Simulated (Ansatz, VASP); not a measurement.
# Ti: VASP beside Ansatz

The input INCAR:

```
SYSTEM = Ti
PREC     = Accurate       ! precision mode
ENCUT    = 520            ! plane-wave cutoff, eV
EDIFF    = 1E-7           ! SCF threshold, eV
ISMEAR   = 1              ! smearing method
SIGMA    = 0.05           ! smearing width, eV
LREAL    = .FALSE.        ! projectors in reciprocal space
LASPH    = .TRUE.         ! aspherical terms in the spheres
NELM     = 150            ! most SCF steps
ALGO     = Normal         ! electronic algorithm
ISIF     = 2              ! what is computed and relaxed
LWAVE    = .FALSE.        ! write WAVECAR
LCHARG   = .FALSE.        ! write CHGCAR
LMAXMIX  = 4              ! l up to which the mixer works
LDAU     = .TRUE.         ! DFT+U
LDAUTYPE = 2            
LDAUL    = 2              ! shell
LDAUU    = 6.2            ! U, eV
LDAUJ    = 0            
LDAUPRINT= 1            
GGA      = PE             ! functional
IVDW     = 12             ! dispersion correction
NBANDS   = 12             ! bands
```

KPOINTS

```
Automatic mesh
0
G
  11 11 11
  0 0 0
```

Contents of POSCAR:

```
Ti
1.0
    0.0000000000      2.0434441004      2.0434441004
    2.0434441004      0.0000000000      2.0434441004
    2.0434441004      2.0434441004      0.0000000000
Ti
1
Direct
    0.0000000000      0.0000000000      0.0000000000
```

input.yaml

```yaml
crystal:
  lattice:
    - [0.0, 2.0434441004, 2.0434441004]
    - [2.0434441004, 0.0, 2.0434441004]
    - [2.0434441004, 2.0434441004, 0.0]
  atoms:
    - { symbol: Ti, position: [0.0, 0.0, 0.0] }
kpoints:
  mp_grid: { grid: [11, 11, 11] }
scf:
  occupations: { method: methfessel_paxton, width: 0.05 }
hamiltonian:
  xc: pbe
  dispersion: d3bj
  pseudopotentials:
    kind: all_electron
    lapw: { basis_error: 0.002 }
    relativity: none
  hubbard:
    sites: [{ species: Ti, l: d, u_eff: 6.2 }]
    double_counting: fll
    projectors: atomic
output:
  forces: true
  stress: true
  eigenvalues: true
  hubbard: {}
```

Change from the starting cell: volume scaled by 1.02.

Alike in both runs: task single point; functional PBE; dispersion D3(BJ); k mesh 11 × 11 × 11; occupations methfessel-paxton of order 1, width 0.05 eV; no spin polarisation; Hubbard terms Ti d U = 6.2 eV.

```csv
,VASP,Ansatz
version,VASP 6.6.1,Ansatz 0.2.0
potentials or method,"VASP PAW PBE potentials, release 64 (Ti_sv), cutoff 520 eV","all-electron LAPW, non-relativistic"
```

VASP gave:

* gap on the k mesh at the Fermi level (eV): none
* pressure (GPa): 13.0

Estimate Ansatz's values.

gap on the k mesh at the Fermi level (eV): none; pressure (GPa): 30.1.

The programs project onto different local orbitals, so the same U acts differently, and such runs can settle in different states. A gap of «none» marks a metal or a gap that the smearing closes. Ansatz ran all-electron here, and VASP with PAW potentials.

Noted on Ansatz's run: U is the effective U less J, on atomic orbitals that reach past the spheres.
